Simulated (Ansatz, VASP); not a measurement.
**Two plane-wave programs on HfN**

```
Hf N
1.0
     0.00000    2.26325    2.26325
     2.26325    0.00000    2.26325
     2.26325    2.26325    0.00000
Hf N
1 1
Direct
  0.00000 0.00000 0.00000
  0.50000 0.50000 0.50000
```

Alike in both runs: functional r2SCAN; k mesh 22 × 22 × 22; occupations fermi-dirac, width 0.15 eV; no spin polarisation.

Ansatz relaxed the structure, and its values are those at the end. VASP's run is a single point on that final structure, the one shown.

|  | VASP | Ansatz |
| --- | --- | --- |
| version | VASP 6.6.1 | Ansatz 0.2.0 |
| potentials or method | VASP PAW PBE potentials, release 64 (Hf_pv, N), cutoff 520 eV | scalar-relativistic, plane waves, PAW |
| valence electrons in the cell | 15 | 31 |

Ansatz gave:

| Quantity | Value |
| --- | --- |
| gap on the k mesh at the Fermi level (eV) | none |
| pressure (GPa) | 0.0 |

Task: What did VASP give for the same quantities?

Result: gap on the k mesh at the Fermi level (eV): none; pressure (GPa): -2.7.

VASP's potentials were made for PBE, not for r2SCAN. A gap of «none» marks a metal or a gap that the smearing closes. With one functional, cell and mesh, what is left measures potentials, basis and numerics. VASP's potentials hold 15 valence electrons a cell and Ansatz's 31, so a difference there can come from the potentials and not from the codes.

Neither program's run includes spin-orbit coupling.
